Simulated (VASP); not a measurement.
Set up this calculation in VASP 6.6.1, as the native input.

| Property | Result |
| --- | --- |
| Task | single point |
| Functional | BLYP |
| Potentials or basis | VASP PAW PBE potentials, release 64 (Ga_d) |
| Cutoff | 520 eV |
| k mesh | 13 × 13 × 13 |
| Occupations | fermi-dirac, width 0.1 eV |
| Spin | no spin polarisation |
| Dipole correction | no |
| Further INCAR settings | ALGO = Normal; EDIFF = 1e-07; NBANDS = 12 |

The structure of Ga lies in POSCAR:

```
Ga
1.0
    2.9399030786      0.0000000000      0.0000000000
    0.0000000000      2.9399030786      0.0000000000
    0.0000000000      0.0000000000      2.9399030786
Ga
1
Direct
    0.0000000000      0.0000000000      0.0000000000
```

This cell differs from its parent crystal: volume scaled by 1.12.

The input as run:

INCAR

```
SYSTEM = Ga
PREC = Accurate ; ENCUT = 520
EDIFF = 1E-7 ; ISMEAR = -1
SIGMA = 0.1 ; LREAL = .False.
LASPH = .True. ; NELM = 100
ALGO = Normal ; ISIF = 2
LWAVE = .False. ; LCHARG = .False.
GGA = B5 ; ALDAX = 1.0
AGGAX = 1.0 ; AGGAC = 1.0
ALDAC = 0.0 ; NBANDS = 12
```

KPOINTS

```
Automatic mesh
0
Gamma
  13 13 13
  0 0 0
```

Potentials or basis: VASP PAW PBE potentials, release 64 (Ga_d).

Command:

```sh
$ cat potpaw_PBE.64/Ga_d/POTCAR > POTCAR
$ mpirun -np 1 vasp_std > vasp.out
```

Results of the run:

| Item | Value |
| --- | --- |
| Pressure | -2.5 GPa |

Caveat: the PAW data sets were made with another functional, which shifts forces and pressure a little.

Wall time 26 s on 1 thread of AMD EPYC 7R13 Processor (Zen 3) (shared host), peak memory 0.12 GiB.
